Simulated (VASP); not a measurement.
# Co (I4/mmm) in VASP: a series of runs

Co is run at these levels: PBEsol; tasks: single point, relaxation of cell and atoms.

All numbers are computed with VASP 6.6.1; they aren't measurements. Logs are shortened: lines on timing, memory, paths and dates and some standing lists are left out, and cuts for length are marked.

## (1) The cell of the first run

It takes space group I4/mmm (No. 139, tetragonal). The conventional cell has a = 2.408 Å, b = 2.408 Å, c = 7.808 Å, α = 90.00°, β = 90.00°, γ = 90.00°. Co (site symmetry 4mm) has 9 Co at 2.21 to 2.41 Å within 2.9 Å.

## (2) Single point, PBEsol, collinear spin, ferromagnetic start

INCAR reads:

```
PREC = Accurate
ENCUT = 520
EDIFF = 1E-7
ISMEAR = 0
SIGMA = 0.1
LREAL = F
LASPH = T
NELM = 150
ALGO = Normal
ISIF = 2
LWAVE = F
LCHARG = T
ISPIN = 2
MAGMOM = 1.61 1.61
LORBIT = 11
LMAXMIX = 4
GGA = PS
LELF = T
LVHAR = T
NBANDS = 20
```

KPOINTS reads:

```
Automatic mesh
0
Gamma
  10 10 10
```

POSCAR reads:

```
Co
1.0
   -1.2041335586      1.2041335586      3.9042128768
    1.2041335586     -1.2041335586      3.9042128768
    1.2041335586      1.2041335586     -3.9042128768
Co
2
Direct
    0.8585512711      0.8585512711      0.0000000000
    0.1414487289      0.1414487289      0.0000000000
```

Potentials or basis: VASP PAW PBE potentials, release 64 (Co).

Launch:

```
> cat potpaw_PBE.64/Co/POTCAR > POTCAR
> mpirun -np 1 vasp_std > vasp.out
```

OUTCAR:

```text
PREC = Accurate
   ENCUT = 520
   EDIFF = 1E-7
   ISMEAR = 0
   LREAL = F
   LASPH = T
   NELM = 150
   ISIF = 2
   ISPIN = 2
   LORBIT = 11
   GGA = PS

 ion  position               nearest neighbor table
   1  0.859  0.859  0.000-   2 2.21   2 2.40   2 2.40   2 2.40   2 2.40
   2  0.141  0.141  0.000-   1 2.21   1 2.40   1 2.40   1 2.40   1 2.40

  LATTYP: Found a body centered tetragonal cell.
 ALAT       =     2.4082671172
 C/A-ratio  =     3.2423420549

  Lattice vectors:

 A1 = (  -1.2041335586,   1.2041335586,   3.9042128768)
 A2 = (   1.2041335586,  -1.2041335586,   3.9042128768)
 A3 = (   1.2041335586,   1.2041335586,  -3.9042128768)

Analysis of symmetry for initial positions (statically):
=====================================================================
 Subroutine PRICEL returns:
 Original cell was already a primitive cell.

 Routine SETGRP: Setting up the symmetry group for a
 body centered tetragonal supercell.

 Subroutine GETGRP returns: Found 16 space group operations
 (whereof 16 operations were pure point group operations)
 out of a pool of 16 trial point group operations.

The static configuration has the point symmetry D_4h.

Analysis of symmetry for dynamics (positions and initial velocities):
=====================================================================
 Subroutine PRICEL returns:
 Original cell was already a primitive cell.

 Routine SETGRP: Setting up the symmetry group for a
 body centered tetragonal supercell.

 Subroutine GETGRP returns: Found 16 space group operations
 (whereof 16 operations were pure point group operations)
 out of a pool of 16 trial point group operations.

The dynamic configuration has the point symmetry D_4h.

Analysis of structural, dynamic, and magnetic symmetry:
=====================================================================
 Subroutine PRICEL returns:
 Original cell was already a primitive cell.

 Routine SETGRP: Setting up the symmetry group for a
 body centered tetragonal supercell.

 Subroutine GETGRP returns: Found 16 space group operations
 (whereof 16 operations were pure point group operations)
 out of a pool of 16 trial point group operations.

The overall configuration has the point symmetry D_4h.

 Subroutine INISYM returns: Found 16 space group operations
 (whereof 16 operations are pure point group operations),
 and found     1 'primitive' translations

----------------------------------------------------------------------------------------

                                     Primitive cell

  volume of cell :      22.6435

  direct lattice vectors                    reciprocal lattice vectors
    -1.204133559  1.204133559  3.904212877     0.000000000  0.415236330  0.128066787
     1.204133559 -1.204133559  3.904212877     0.415236330  0.000000000  0.128066787
     1.204133559  1.204133559 -3.904212877     0.415236330  0.415236330  0.000000000

  length of vectors
     4.259431117  4.259431117  4.259431117     0.434536894  0.434536894  0.587232850

  position of ions in fractional coordinates (direct lattice)
     0.858551271  0.858551271  0.000000000
     0.141448729  0.141448729  0.000000000

  ion indices of the primitive-cell ions
   primitive index   ion index
                 1           1
                 2           2

----------------------------------------------------------------------------------------

 KPOINTS: Automatic mesh

Automatic generation of k-mesh.
 Grid dimensions read from file:
 generate k-points for:   10   10   10

 Generating k-lattice:

  Cartesian coordinates                     Fractional coordinates (reciprocal lattice)
     0.000000000  0.041523633  0.012806679     0.100000000  0.000000000 -0.000000000
     0.041523633  0.000000000  0.012806679     0.000000000  0.100000000 -0.000000000
     0.041523633  0.041523633  0.000000000     0.000000000  0.000000000  0.100000000

  Length of vectors
     0.043453689  0.043453689  0.058723285

  Shift w.r.t. Gamma in fractional coordinates (k-lattice)
     0.000000000  0.000000000  0.000000000

 Subroutine IBZKPT returns following result:
 ===========================================

 Found    102 irreducible k-points:

 Following reciprocal coordinates:
            Coordinates               Weight
  0.000000  0.000000  0.000000      1.000000
  0.100000  0.000000  0.000000      8.000000
  0.200000  0.000000  0.000000      8.000000
  0.300000  0.000000 -0.000000      8.000000
  0.400000  0.000000 -0.000000      8.000000
  0.500000  0.000000 -0.000000      4.000000
[... 16 lines left out ...]
  0.300000  0.300000 -0.000000      8.000000
  0.400000  0.300000  0.000000     16.000000
 [... further k-points ...]
   k-points           NKPTS =    102   k-points in BZ     NKDIM =    102   number of bands    NBANDS=     20
   number of dos      NEDOS =    301   number of ions     NIONS =      2
   total plane-waves  NPLWV =  32768
   dimension x,y,z NGX =    32 NGY =   32 NGZ =   32
   dimension x,y,z NGXF=    64 NGYF=   64 NGZF=   64
   ions per type =               2
   NGX,Y,Z   is equivalent  to a cutoff of  12.49, 12.49, 12.49 a.u.
   NGXF,Y,Z  is equivalent  to a cutoff of  24.98, 24.98, 24.98 a.u.
 SYSTEM =  unknown system
   PREC   = accura    normal or accurate (medium, high low for compatibility)
   ISTART =      0    job   : 0-new  1-cont  2-samecut
   ICHARG =      2    charge: 1-file 2-atom 10-const
   ISPIN  =      2    spin polarized calculation?
   LNONCOLLINEAR =      F non collinear calculations
   LSORBIT =      F    spin-orbit coupling
   LASPH  =      T    aspherical Exc in radial PAW
   ENCUT  =  520.0 eV  38.22 Ry    6.18 a.u.   7.92  7.92  7.92*2*pi/ulx,y,z
   NELM   =    150;   NELMIN=  2; NELMDL= -5     # of ELM steps
   EDIFF  = 0.1E-06   stopping-criterion for ELM
   LREAL  =      F    real-space projection
   EDIFFG = 0.1E-05   stopping-criterion for IOM
   NSW    =      0    number of steps for IOM
   IBRION =     -1    ionic relax: 0-MD 1-quasi-New 2-CG
   NFREE  =      0    steps in history (QN), initial steepest desc. (CG)
   ISIF   =      2    stress and relaxation
   ISYM   =      2    0-nonsym 1-usesym 2-fastsym
   POTIM  = 0.5000    time-step for ionic-motion
   TEBEG  =    0.0;   TEEND  =   0.0 temperature during run
   PSTRESS=    0.0 pullay stress
   NELECT =      18.0000    total number of electrons
   NUPDOWN=      -1.0000    fix difference up-down
   EMIN   =  10.00;   EMAX   =-10.00  energy-range for DOS
   EFERMI =   0.00;   METHOD = LEGACY
   ISMEAR =     0;   SIGMA  =   0.10  broadening in eV -4-tet -1-fermi 0-gaus
   EFERMI_NEDOS =   21; number of points for ismear=-14 and -15
   IALGO  =     38    algorithm
   IMIX   =      4    mixing-type and parameters
     AMIX     =   0.40;   BMIX     =  1.00
     AMIX_MAG =   1.60;   BMIX_MAG =  1.00
  volume/ion in A,a.u.               =      11.32        76.40
  Fermi-wavevector in a.u.,A,eV,Ry     =   1.516531  2.865829 31.291596  2.299867
  Thomas-Fermi vector in A             =   2.625909
   LORBIT       =     11    0 simple, 1 ext, 2 COOP (PROOUT), +10 PAW based schemes
   GGA     = PS    functional components
   LHFCALC =     F    Hartree Fock is set to
   AEXX    =    0.0000 exact exchange contribution
   IVDW    =     0    specifies the selected vdW correction
   LEPSILON=     F    determine dielectric tensor
   LRPA    =     F    only Hartree local field effects (RPA)
 spin polarized calculation
 Gauss-broadening in eV      SIGMA  =   0.10
  energy-cutoff  :      520.00
  volume of cell :       22.64
 maximum number of plane-waves:       628
   NGX = 15   NGY = 15   NGZ = 15

 number of electron      18.0000004 magnetization       3.0050386

 Free energy of the ion-electron system (eV)
  ---------------------------------------------------
  ext. energy  EPLUGINS =         0.00000000
  ---------------------------------------------------
  free energy    TOTEN  =       -14.55580544 eV

  energy without entropy =      -14.54519235  energy(sigma->0) =      -14.55049890

 E-fermi :   9.4403     XC(G=0): -13.2390

 val. band max:        9.4363663525   @ k =  -0.4000   0.4000   0.4000
 cond. band min:       9.4421325378   @ k =  -0.1000   0.4000   0.1000
 fundamental gap:      0.0057661853
 Fermi energy:         9.4403196981

 spin component 1

 k-point     1 :       0.0000    0.0000    0.0000
  band No.  band energies     occupation
      1       0.7772      1.00000
      2       4.9410      1.00000
      3       5.3701      1.00000
      4       6.2096      1.00000
      5       6.5548      1.00000
      6       7.7622      1.00000
[... 12 lines left out ...]
     19      31.6433      0.00000
     20      33.6828      0.00000

 k-point     2 :       0.1000    0.0000    0.0000
  band No.  band energies     occupation
      1       1.0820      1.00000
      2       5.0925      1.00000
      3       5.4565      1.00000
      4       6.2674      1.00000
      5       6.6183      1.00000
      6       7.5518      1.00000
[... 498 lines left out ...]
 k-point    24 :       0.4000    0.3000    0.0000
  band No.  band energies     occupation
      1       5.1959      1.00000
      2       5.2230      1.00000
      3       5.2748      1.00000
      4       5.8280      1.00000
      5       6.9310      1.00000
      6       7.3204      1.00000
[... 12 lines left out ...]
     19      29.2910      0.00000
     20      30.9059      0.00000

 [... further k-points ...]

 spin component 2

 k-point     1 :       0.0000    0.0000    0.0000
  band No.  band energies     occupation
      1       0.8851      1.00000
      2       5.8604      1.00000
      3       6.5830      1.00000
      4       7.5176      1.00000
      5       7.7817      1.00000
      6       9.3975      0.72763
[... 12 lines left out ...]
     19      31.9638      0.00000
     20      33.7617      0.00000

 k-point     2 :       0.1000    0.0000    0.0000
  band No.  band energies     occupation
      1       1.1911      1.00000
      2       6.0303      1.00000
      3       6.6586      1.00000
      4       7.5561      1.00000
      5       7.8393      1.00000
      6       9.0008      1.00000
[... 498 lines left out ...]
 k-point    24 :       0.4000    0.3000    0.0000
  band No.  band energies     occupation
      1       6.0768      1.00000
      2       6.3019      1.00000
      3       6.4798      1.00000
      4       7.1043      1.00000
      5       8.2387      1.00000
      6       8.7154      1.00000
[... 12 lines left out ...]
     19      29.6298      0.00000
     20      31.2399      0.00000

 [... further k-points ...]
[... 5 lines left out ...]
  --------------------------------------------------------------------------------------
  -------------------------------------------------------------------------------------
  Total       -0.0963998     -0.0963998     -0.1059912      0.0000000      0.0000000      0.0000000
  in kB       -6.8209352     -6.8209352     -7.4995916      0.0000000      0.0000000      0.0000000
  external PRESSURE =      -7.0471540 kB  Pullay stress =       0.0000000 kB

 VOLUME and BASIS-vectors are now :
 -----------------------------------------------------------------------------
  energy-cutoff  :      520.00
  volume of cell :       22.64
      direct lattice vectors                 reciprocal lattice vectors
    -1.204133559  1.204133559  3.904212877     0.000000000  0.415236330  0.128066787
     1.204133559 -1.204133559  3.904212877     0.415236330  0.000000000  0.128066787
     1.204133559  1.204133559 -3.904212877     0.415236330  0.415236330  0.000000000

 POSITION                                       TOTAL-FORCE (eV/Angst)
 -----------------------------------------------------------------------------------
      0.00000      0.00000      6.70393        -0.000000     -0.000000      0.005320
      0.00000      0.00000      1.10449         0.000000      0.000000     -0.005320
 -----------------------------------------------------------------------------------
    total drift:                               -0.000000     -0.000000      0.000000

  FREE ENERGIE OF THE ION-ELECTRON SYSTEM (eV)
  ---------------------------------------------------
  free  energy   TOTEN  =       -14.5558054449 eV

  energy  without entropy=      -14.5451923501  energy(sigma->0) =      -14.55049890

 total charge

# of ion       s       p       d       tot
------------------------------------------
    1        0.512   0.506   7.322   8.341
    2        0.512   0.506   7.322   8.341
--------------------------------------------------
tot          1.024   1.013  14.645  16.682

 magnetization (x)

# of ion       s       p       d       tot
------------------------------------------
    1       -0.012  -0.030   1.545   1.503
    2       -0.012  -0.030   1.545   1.503
--------------------------------------------------
tot         -0.024  -0.060   3.089   3.006
```

It took 2.1 min on 1 thread of Intel Xeon Platinum 8488C (Sapphire Rapids), shared host; peak memory 0.24 GiB.

What came out:

- Free energy: -14.5558 eV
- Pressure: -0.7 GPa
- Largest force: 0.005 eV/Å
- Net moment: 3.01 μB per cell
- Site moments: Co +1.50 μB
- Valence electrons inside the program's atomic spheres: Co 8.34

Forces in eV/Å, atoms in the order of the input:
```
Co   0.000  0.000  0.005
Co   0.000  0.000 -0.005
```

Caveat: the k points lie up to 0.37 Å⁻¹ apart; the PAW data sets were made with another functional, which shifts forces and pressure a little.

[end of part 1 of 2]
